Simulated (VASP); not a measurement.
Wanted: the native input for a VASP 6.6.1 run.

```
Task                   : single point
Functional             : PBEsol
Potentials or basis    : VASP PAW PBE potentials, release 64 (Ga_d, As, Al)
Cutoff                 : 500 eV
k mesh                 : 1 × 1 × 1, shifted
Occupations            : fermi-dirac, width 0.05 eV
Spin                   : no spin polarisation
Dipole correction      : no
Further INCAR settings : LREAL = Auto; ALGO = Normal; EDIFF = 1e-06; NBANDS = 306; ISYM = -1
```

The structure of AlGa7As8 lies in POSCAR:

```
AlGa7As8
1.0
   11.3224024256      0.0000000000      0.0000000000
    0.0000000000     11.3224024256      0.0000000000
    0.0000000000      0.0000000000     11.3224024256
Ga As Al
28 32 4
Direct
    0.9997600000      0.9999360000      0.0002190000
    0.9999140000      0.0001300000      0.5002110000
    0.9995960000      0.4995500000      0.0008010000
    0.0002880000      0.4995340000      0.4999950000
    0.4994280000      0.0000750000      0.0003020000
    0.4995830000      0.9999890000      0.5004060000
    0.4999320000      0.4995360000      0.0003680000
    0.4998120000      0.4996740000      0.5005310000
    0.2496530000      0.2497860000      0.0002490000
    0.2499730000      0.2496300000      0.5003080000
    0.2499790000      0.7498510000      0.5002610000
    0.7499410000      0.2498010000      0.0001230000
    0.7501980000      0.2499510000      0.5004870000
    0.7497470000      0.7496150000      0.0005450000
    0.2499150000      0.9998280000      0.2502140000
    0.2499110000      0.0000010000      0.7501980000
    0.2501130000      0.4995350000      0.2506680000
    0.2503450000      0.4995460000      0.7500830000
    0.7497720000      0.9998750000      0.7504220000
    0.7499990000      0.4995770000      0.2502060000
    0.7499380000      0.4995580000      0.7506890000
    0.9998480000      0.2497800000      0.2504640000
    0.0001370000      0.2497780000      0.7502220000
    0.0001340000      0.7494710000      0.2503560000
    0.4999770000      0.2498800000      0.2502850000
    0.5000440000      0.2497150000      0.7503430000
    0.4993230000      0.7499900000      0.2501530000
    0.4999780000      0.7496520000      0.7504560000
    0.1246100000      0.1247290000      0.1252850000
    0.1249380000      0.1247030000      0.6250390000
    0.1250350000      0.6243710000      0.1257210000
    0.1252260000      0.6245750000      0.6251160000
    0.6247080000      0.1250800000      0.1247800000
    0.6248930000      0.1247670000      0.6252270000
    0.6245850000      0.6246810000      0.1254940000
    0.6249170000      0.6244840000      0.6256930000
    0.3747300000      0.3746130000      0.1253150000
    0.3749410000      0.3743720000      0.6251630000
    0.3742560000      0.8744800000      0.1248370000
    0.3748760000      0.8747060000      0.6253760000
    0.8747040000      0.3744100000      0.1252830000
    0.8751110000      0.3749080000      0.6253680000
    0.8750410000      0.8745710000      0.1254030000
    0.8744760000      0.8749590000      0.6248630000
    0.3747050000      0.1247060000      0.3751250000
    0.3746830000      0.1248930000      0.8750550000
    0.3748720000      0.6247230000      0.3753830000
    0.3750890000      0.6246360000      0.8753740000
    0.8746000000      0.1246550000      0.3750040000
    0.8748160000      0.1248960000      0.8750230000
    0.8749840000      0.6246040000      0.3752330000
    0.8746880000      0.6246790000      0.8757740000
    0.1250110000      0.3743320000      0.3752180000
    0.1247900000      0.3749790000      0.8752290000
    0.1248550000      0.8747840000      0.3753550000
    0.1242860000      0.8750970000      0.8746450000
    0.6248950000      0.3747590000      0.3754130000
    0.6249640000      0.3746260000      0.8752730000
    0.6242080000      0.8747230000      0.3754040000
    0.6247460000      0.8748210000      0.8755000000
    0.2491130000      0.7497530000      0.9996970000
    0.7493400000      0.7496780000      0.5000680000
    0.7490880000      0.9995820000      0.2499610000
    0.9993620000      0.7497610000      0.7497490000
```

One way to write it, as run:

INCAR

```
  PREC = Accurate
  ENCUT = 500
  EDIFF = 1E-6
  ISMEAR = -1
  SIGMA = 0.05
  LREAL = Auto
  LASPH = True
  NELM = 120
  ALGO = Normal
  ISIF = 2
  LWAVE = False
  LCHARG = False
  GGA = PS
  ISYM = -1
  NBANDS = 306
  GGA_COMPAT = False
```

KPOINTS

```
explicit points
1
Reciprocal
  0.25000000   0.25000000   0.25000000 1
```

Potentials or basis: VASP PAW PBE potentials, release 64 (Ga_d, As, Al).

Run with:

```bash
$ cat potpaw_PBE.64/Ga_d/POTCAR potpaw_PBE.64/As/POTCAR potpaw_PBE.64/Al/POTCAR > POTCAR
$ mpirun -np 1 vasp_std > vasp.out
```

Results of the run:

```json
{
  "Pressure": "0.2 GPa",
  "Largest force": "0.029 eV/Å",
  "Band gap on the k mesh": "1.37 eV"
}
```

Caveat: the PAW data sets were made with another functional, which shifts forces and pressure a little; a shifted mesh leaves out Γ, where band edges can lie.

It took 34 min on 1 thread of Intel Xeon 8259CL, on a shared host, peak memory 1.2 GiB.
